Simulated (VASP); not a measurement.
Here is a VASP 6.6.1 calculation.

The input INCAR:

```
SYSTEM = Zr
PREC     = Accurate       ! precision mode
ENCUT    = 520            ! plane-wave cutoff, eV
EDIFF    = 1E-7           ! SCF threshold, eV
ISMEAR   = -1             ! smearing method
SIGMA    = 0.04           ! smearing width, eV
LREAL    = .False.        ! projectors in reciprocal space
LASPH    = .True.         ! aspherical terms in the spheres
NELM     = 60             ! most SCF steps
ALGO     = Fast           ! electronic algorithm
ISIF     = 2              ! what is computed and relaxed
LWAVE    = .False.        ! write WAVECAR
LCHARG   = .False.        ! write CHGCAR
GGA      = PE             ! functional
NBANDS   = 19             ! bands
```

KPOINTS

```
regular mesh
0
Gamma
  5 5 3
  0 0 0
```

The input POSCAR:

```
Zr
1.0
    3.2320000000      0.0000000000      0.0000000000
   -1.6160000000      2.7989941050      0.0000000000
    0.0000000000      0.0000000000      5.1470000000
Zr
2
Direct
    0.6666666667      0.3333333333      0.7500000000
    0.3333333333      0.6666666667      0.2500000000
```

Potentials or basis: VASP PAW PBE potentials, release 64 (Zr_sv).

Launch:

```bash
$ cat potpaw_PBE.64/Zr_sv/POTCAR > POTCAR
$ mpirun -np 1 vasp_std > vasp.out
```

(1) Predict the pressure.

(2) Estimate the band gap on the k mesh.

## Answers

(1) 0.7 GPa.

(2) zero (bands 12 and 13 overlap by 1.06 eV).

Caveat: the k points lie up to 0.45 Å⁻¹ apart, too coarse for converged energies and pressures of a metal.
